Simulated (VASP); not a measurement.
# WS2 (P1) in VASP: single point with PBEsol

Aim: the single point of WS2 with PBEsol.

Program: VASP 6.6.1. These are calculated values, not measurements. Logs are shortened: lines on timing, memory, paths and dates and some standing lists are left out, and cuts for length are marked.

**1. The cell of the first run**

The typed cell holds 12 atoms: a = 6.458 Å, b = 6.458 Å, c = 5.994 Å, α = 90.00°, β = 90.00°, γ = 120.00°.

**2. Single point, PBEsol**

Contents of INCAR:

```
PREC = Accurate
ENCUT = 520
EDIFF = 1E-7
ISMEAR = -1
SIGMA = 0.112
LREAL = False
LASPH = True
NELM = 100
ALGO = Normal
ISIF = 2
LWAVE = False
LCHARG = False
GGA = PS
NBANDS = 64
```

Contents of KPOINTS:

```
Automatic mesh
0
Gamma
  3 3 2
```

Contents of POSCAR:

```
WS2
1.0
    6.4575288123      0.0000000001      0.0000000000
   -3.2287644062      5.5923839971      0.0000000000
    0.0000000000      0.0000000000      5.9936451124
W S
4 8
Direct
    0.0031787724      0.0018251608      0.0009353240
   -0.0019607018      0.4950285963     -0.0030083530
    0.4985750479     -0.0002710830      0.0039606950
    0.4991368131      0.5001425155     -0.0016165455
    0.1738762465      0.3360185926      0.2535375338
    0.3422928665      0.1570362479      0.7334678510
    0.1757360697      0.8355855039      0.2571521955
    0.3389677798      0.6735825011      0.7525879353
    0.6553202903      0.3303739516      0.2569811811
    0.8314330992      0.1798778482      0.7431419306
    0.6625394175      0.8318303969      0.2547631652
    0.8328432565      0.6652130830      0.7468023075
```

Potentials or basis: VASP PAW PBE potentials, release 64 (W_sv, S).

Launch:

```console
> cat potpaw_PBE.64/W_sv/POTCAR potpaw_PBE.64/S/POTCAR > POTCAR
> mpirun -np 1 vasp_std > vasp.out
```

OUTCAR:

```text
PREC = Accurate
   ENCUT = 520
   EDIFF = 1E-7
   ISMEAR = -1
   LREAL = False
   LASPH = True
   NELM = 100
   ISIF = 2
   GGA = PS

 ion  position               nearest neighbor table
   1  0.003  0.002  0.001-   5 2.41  12 2.42  11 2.44   7 2.44   6 2.48  10 2.49   2 3.20   3 3.21
                             4 3.21   4 3.25   3 3.25   2 3.26
   2  0.998  0.495  0.997-  10 2.33  12 2.40   8 2.40   5 2.42   7 2.46   9 2.47   1 3.20   3 3.21
                             4 3.22   4 3.24   3 3.25   1 3.26
   3  0.499  1.000  0.004-   7 2.36   8 2.37   6 2.39  11 2.39   9 2.39  10 2.43   1 3.21   2 3.21
                             4 3.23   4 3.23   2 3.25   1 3.25
   4  0.499  0.500  0.998-   5 2.38   8 2.38   9 2.39  12 2.40  11 2.41   6 2.49   1 3.21   2 3.22
                             3 3.23   3 3.23   2 3.24   1 3.25
   5  0.174  0.336  0.254-   4 2.38   1 2.41   2 2.42
   6  0.342  0.157  0.733-   3 2.39   1 2.48   4 2.49
   7  0.176  0.836  0.257-   3 2.36   1 2.44   2 2.46
   8  0.339  0.674  0.753-   3 2.37   4 2.38   2 2.40
   9  0.655  0.330  0.257-   3 2.39   4 2.39   2 2.47
  10  0.831  0.180  0.743-   2 2.33   3 2.43   1 2.49
  11  0.663  0.832  0.255-   3 2.39   4 2.41   1 2.44
  12  0.833  0.665  0.747-   4 2.40   2 2.40   1 2.42

  LATTYP: Found a hexagonal cell.
 ALAT       =     6.4575288123
 C/A-ratio  =     0.9281638978

  Lattice vectors:

 A1 = (   6.4575288123,   0.0000000001,   0.0000000000)
 A2 = (  -3.2287644062,   5.5923839971,   0.0000000000)
 A3 = (   0.0000000000,   0.0000000000,   5.9936451124)

Analysis of symmetry for initial positions (statically):
=====================================================================
 Subroutine PRICEL returns:
 Original cell was already a primitive cell.

 Routine SETGRP: Setting up the symmetry group for a
 hexagonal supercell.

 Subroutine GETGRP returns: Found  1 space group operations
 (whereof  1 operations were pure point group operations)
 out of a pool of 24 trial point group operations.

The static configuration has the point symmetry C_1 .

Analysis of symmetry for dynamics (positions and initial velocities):
=====================================================================
 Subroutine PRICEL returns:
 Original cell was already a primitive cell.

 Routine SETGRP: Setting up the symmetry group for a
 hexagonal supercell.

 Subroutine GETGRP returns: Found  1 space group operations
 (whereof  1 operations were pure point group operations)
[... 116 lines left out ...]
   TEBEG  =    0.0;   TEEND  =   0.0 temperature during run
   PSTRESS=    0.0 pullay stress
   NELECT =     104.0000    total number of electrons
   NUPDOWN=      -1.0000    fix difference up-down
   EMIN   =  10.00;   EMAX   =-10.00  energy-range for DOS
   EFERMI =   0.00;   METHOD = LEGACY
   ISMEAR =    -1;   SIGMA  =   0.11  broadening in eV -4-tet -1-fermi 0-gaus
   EFERMI_NEDOS =   21; number of points for ismear=-14 and -15
   IALGO  =     38    algorithm
   IMIX   =      4    mixing-type and parameters
     AMIX     =   0.40;   BMIX     =  1.00
     AMIX_MAG =   1.60;   BMIX_MAG =  1.00
  volume/ion in A,a.u.               =      18.04       121.72
  Fermi-wavevector in a.u.,A,eV,Ry     =   1.282236  2.423074 22.369721  1.644128
  Thomas-Fermi vector in A             =   2.414559
   LORBIT       =      0    0 simple, 1 ext, 2 COOP (PROOUT), +10 PAW based schemes
   GGA     = PS    functional components
   LHFCALC =     F    Hartree Fock is set to
   AEXX    =    0.0000 exact exchange contribution
   IVDW    =     0    specifies the selected vdW correction
   LEPSILON=     F    determine dielectric tensor
   LRPA    =     F    only Hartree local field effects (RPA)
 non-spin polarized calculation
  energy-cutoff  :      520.00
  volume of cell :      216.45
 maximum number of plane-waves:      5867
   NGX = 25   NGY = 25   NGZ = 23

 number of electron     104.0000005 magnetization

 Free energy of the ion-electron system (eV)
  ---------------------------------------------------
  ext. energy  EPLUGINS =         0.00000000
  ---------------------------------------------------
  free energy    TOTEN  =       -97.36826617 eV

  energy without entropy =      -97.20980920  energy(sigma->0) =      -97.28903769

 E-fermi :   7.3003     XC(G=0): -11.0581

 val. band max:        7.0940884781   @ k =  -0.3333   0.3333   0.0000
 cond. band min:       7.3705733211   @ k =   0.3333   0.3333   0.5000
 fundamental gap:      0.2764848430
 Fermi energy:         7.3002845725

 k-point     1 :       0.0000    0.0000    0.0000
  band No.  band energies     occupation
      1     -67.5070      2.00000
      2     -67.4950      2.00000
      3     -67.4828      2.00000
      4     -67.4682      2.00000
      5     -31.9758      2.00000
      6     -31.9551      2.00000
[... 659 lines left out ...]
     63      10.1611      0.00000
     64      10.6890      0.00000

------------------------ aborting loop because EDIFF is reached ----------------------------------------

  FORCE on cell =-STRESS in cart. coord.  units (eV):
  Direction    XX          YY          ZZ          XY          YZ          ZX
  --------------------------------------------------------------------------------------
  -------------------------------------------------------------------------------------
  Total       -3.4892044     -2.6195912      2.6164533     -0.1672761      0.7127747      0.5948337
  in kB      -25.8275157    -19.3905332     19.3673055     -1.2381982      5.2760454      4.4030312
  external PRESSURE =      -8.6169145 kB  Pullay stress =       0.0000000 kB

 VOLUME and BASIS-vectors are now :
 -----------------------------------------------------------------------------
  energy-cutoff  :      520.00
  volume of cell :      216.45
      direct lattice vectors                 reciprocal lattice vectors
     6.457528812  0.000000000  0.000000000     0.154858000  0.089407308  0.000000000
    -3.228764406  5.592383997  0.000000000    -0.000000000  0.178814617  0.000000000
     0.000000000  0.000000000  5.993645112     0.000000000  0.000000000  0.166843378

 POSITION                                       TOTAL-FORCE (eV/Angst)
 -----------------------------------------------------------------------------------
      0.01463      0.01021      0.00561         0.232383      0.420225     -0.428875
      4.84654      2.76839      5.97561        -0.103156      0.252464      0.886660
     -0.00833      5.59087      0.02374         0.023970      0.663725     -0.163533
      1.60835      2.79699      5.98396         0.161047     -0.775133     -0.274804
      0.03789      1.87915      1.51961        -0.495177     -0.217069      0.384544
      1.70333      0.87821      4.39615        -0.985068      0.525025      0.546474
     -1.56309      4.67292      1.54128        -0.774446     -0.303385      0.117690
      0.01406      3.76693      4.51075        -0.153525     -0.490755     -0.872249
      3.16505      1.84758      1.54025         0.718415      0.372107      0.106053
      4.78822      1.00595      4.45413         0.767462     -0.883791     -0.211174
      1.59258      4.65191      1.52696         0.585244      0.116339      0.190237
      3.23029      3.72013      4.47607         0.022850      0.320248     -0.281023
 -----------------------------------------------------------------------------------
    total drift:                                0.000283      0.000191      0.000067

  FREE ENERGIE OF THE ION-ELECTRON SYSTEM (eV)
  ---------------------------------------------------
  free  energy   TOTEN  =       -97.3682661737 eV

  energy  without entropy=      -97.2098092010  energy(sigma->0) =      -97.28903769
```

OSZICAR:

```text
N       E                     dE             d eps       ncg     rms          rms(c)
DAV:   1     0.110780927409E+04    0.11078E+04   -0.54484E+04  1352   0.163E+03
DAV:   2    -0.150769997601E+02   -0.11229E+04   -0.10921E+04  1456   0.457E+02
DAV:   3    -0.100108137155E+03   -0.85031E+02   -0.82825E+02  1576   0.118E+02
DAV:   4    -0.103017808088E+03   -0.29097E+01   -0.28785E+01  1528   0.213E+01
DAV:   5    -0.103099635446E+03   -0.81827E-01   -0.81645E-01  1528   0.369E+00    0.521E+01
DAV:   6    -0.982539176102E+02    0.48457E+01   -0.25902E+01  1512   0.219E+01    0.239E+01
DAV:   7    -0.977267149389E+02    0.52720E+00   -0.74271E+00  1432   0.107E+01    0.106E+01
DAV:   8    -0.976024824948E+02    0.12423E+00   -0.34628E+00  1496   0.686E+00    0.455E+00
DAV:   9    -0.973731549265E+02    0.22933E+00   -0.13202E+00  1544   0.389E+00    0.177E+00
DAV:  10    -0.973713644359E+02    0.17905E-02   -0.80609E-02  1536   0.136E+00    0.854E-01
DAV:  11    -0.973693117422E+02    0.20527E-02   -0.34610E-02  1552   0.101E+00    0.480E-01
DAV:  12    -0.973681421950E+02    0.11695E-02   -0.89811E-03  1568   0.500E-01    0.130E-01
DAV:  13    -0.973682272209E+02   -0.85026E-04   -0.73393E-04  1520   0.136E-01    0.589E-02
DAV:  14    -0.973682512045E+02   -0.23984E-04   -0.15704E-04  1512   0.774E-02    0.391E-02
DAV:  15    -0.973682583112E+02   -0.71067E-05   -0.94246E-05  1496   0.622E-02    0.209E-02
DAV:  16    -0.973682654804E+02   -0.71692E-05   -0.17543E-05  1544   0.244E-02    0.652E-03
DAV:  17    -0.973682661009E+02   -0.62046E-06   -0.15903E-06  1616   0.574E-03    0.353E-03
DAV:  18    -0.973682661737E+02   -0.72849E-07   -0.34277E-07  1240   0.260E-03
   1 F= -.97368266E+02 E0= -.97289038E+02  d E =-.158457E+00
```

Wall time 2.1 min (1 thread of AMD EPYC 9R45 (Zen 5), shared host); peak memory 0.33 GiB.

Results:

* Free energy: -97.3683 eV
* Pressure: -0.9 GPa
* Largest force: 1.243 eV/Å
* Band gap on the k mesh: zero (bands 52 and 53 overlap by 1.05 eV)

Forces on the atoms (eV/Å):
```
W    0.232  0.420 -0.429
W   -0.103  0.252  0.887
W    0.024  0.664 -0.164
W    0.161 -0.775 -0.275
S   -0.495 -0.217  0.385
S   -0.985  0.525  0.546
S   -0.774 -0.303  0.118
S   -0.154 -0.491 -0.872
S    0.718  0.372  0.106
S    0.767 -0.884 -0.211
S    0.585  0.116  0.190
S    0.023  0.320 -0.281
```

Stress tensor (GPa, compression positive):
```
-2.58 -0.12  0.44
-0.12 -1.94  0.53
 0.44  0.53  1.94
```

Caveat: the k points lie up to 0.52 Å⁻¹ apart, too coarse for converged energies and pressures of a metal; the atoms stand as in a frame of molecular dynamics; the PAW data sets were made with another functional, which shifts forces and pressure a little; spin-orbit coupling is left out, which moves the levels of the heavy elements.
